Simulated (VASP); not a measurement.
Here is a VASP 6.6.1 calculation.

The input INCAR:

```
SYSTEM = Fe2O3
PREC     = Accurate       ! precision mode
ENCUT    = 600            ! plane-wave cutoff, eV
EDIFF    = 1E-6           ! SCF threshold, eV
ISMEAR   = -1             ! smearing method
SIGMA    = 0.05           ! smearing width, eV
LREAL    = .False.        ! projectors in reciprocal space
LASPH    = .True.         ! aspherical terms in the spheres
NELM     = 200            ! most SCF steps
ALGO     = Normal         ! electronic algorithm
ISIF     = 2              ! what is computed and relaxed
LWAVE    = .False.        ! write WAVECAR
LCHARG   = .False.        ! write CHGCAR
ISPIN    = 2              ! spin polarisation
MAGMOM   = 3 3 3 3 0 0 0 0 0 0 ! initial moments
LORBIT   = 11             ! projections on sites
LMAXMIX  = 4              ! l up to which the mixer works
GGA      = RE             ! functional
IVDW     = 12             ! dispersion correction
NBANDS   = 49             ! bands
GGA_COMPAT= .False.
```

File KPOINTS:

```
Automatic mesh
0
Gamma
  7 7 7
  0 0 0
```

POSCAR

```
Fe2O3
1.0
    2.3784809078      1.3732165924      4.4208564864
   -2.3784809078      1.3732165924      4.4208564864
    0.0000000000     -2.7464331847      4.4208564864
Fe O
4 6
Direct
    0.3454099824      0.3454099824      0.3454099824
    0.1545900176      0.1545900176      0.1545900176
    0.6545900176      0.6545900176      0.6545900176
    0.8454099824      0.8454099824      0.8454099824
    0.5640869841      0.2500000000      0.9359130159
    0.2500000000      0.9359130159      0.5640869841
    0.9359130159      0.5640869841      0.2500000000
    0.4359130159      0.7500000000      0.0640869841
    0.7500000000      0.0640869841      0.4359130159
    0.0640869841      0.4359130159      0.7500000000
```

Potentials or basis: VASP PAW PBE potentials, release 64 (Fe, O).

Launch:

```sh
$ cat potpaw_PBE.64/Fe/POTCAR potpaw_PBE.64/O/POTCAR > POTCAR
$ mpirun -np 1 vasp_std > vasp.out
```

(1) Estimate the site moments.

(2) Predict the pressure.

(3) Predict the dispersion energy per atom.

(4) Estimate the net moment.

Answers

(1) Fe +0.94; O +0.03 μB.

(2) 1.4 GPa.

(3) -0.386 eV.

(4) 4.00 μB per cell.

Caveat: the PAW data sets were made with another functional, which shifts forces and pressure a little; only a ferromagnetic start was run, and an antiferromagnetic order may lie lower in energy.
